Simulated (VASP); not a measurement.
Crystal: Mg3SnO.

```
Sn O Mg
1.0
     4.38881    0.00000    0.00000
     0.00000    4.38881    0.00000
     0.00000    0.00000    4.38881
Sn O Mg
1 1 3
Direct
  0.00000 0.00000 0.00000
  0.50000 0.50000 0.50000
  0.50000 0.50000 0.00000
  0.50000 0.00000 0.50000
  0.00000 0.50000 0.50000
```

* Program: VASP 6.6.1
* Task: relaxation of cell and atoms
* Functional: LDA
* Potentials or basis: VASP PAW LDA potentials, release 64 (Sn_d, O, Mg)
* Cutoff: 600 eV
* k mesh: 6 × 6 × 6
* Occupations: fermi-dirac, width 0.02 eV
* Spin: no spin polarisation

At the start: pressure -5.5 GPa; volume 16.91 Å³/atom.

Task: How do energy, volume and symmetry change on relaxing?

Result: Over 3 steps the energy falls by 23.1 meV/atom and the volume is 15.65 Å³/atom (-7.4 %); space group Pm-3m (No. 221, to 0.1 Å) before and after.

The path:
```
step  energy change (eV)  largest force (eV/Å)  pressure (GPa)  volume (Å³)
   1              0.0000                0.0000           -5.54        84.54
   2             -0.1143                0.0000            0.73        77.58
   3             -0.1157                0.0000            0.00        78.24
```

Final structure:
```yaml
crystal:
  lattice:
    - [4.27705, 0.00000, 0.00000]
    - [0.00000, 4.27705, 0.00000]
    - [0.00000, 0.00000, 4.27705]
  atoms:
    - { symbol: Sn, position: [0.00000, 0.00000, 0.00000] }
    - { symbol: O, position: [0.50000, 0.50000, 0.50000] }
    - { symbol: Mg, position: [0.50000, 0.50000, 0.00000] }
    - { symbol: Mg, position: [0.50000, 0.00000, 0.50000] }
    - { symbol: Mg, position: [0.00000, 0.50000, 0.50000] }
```
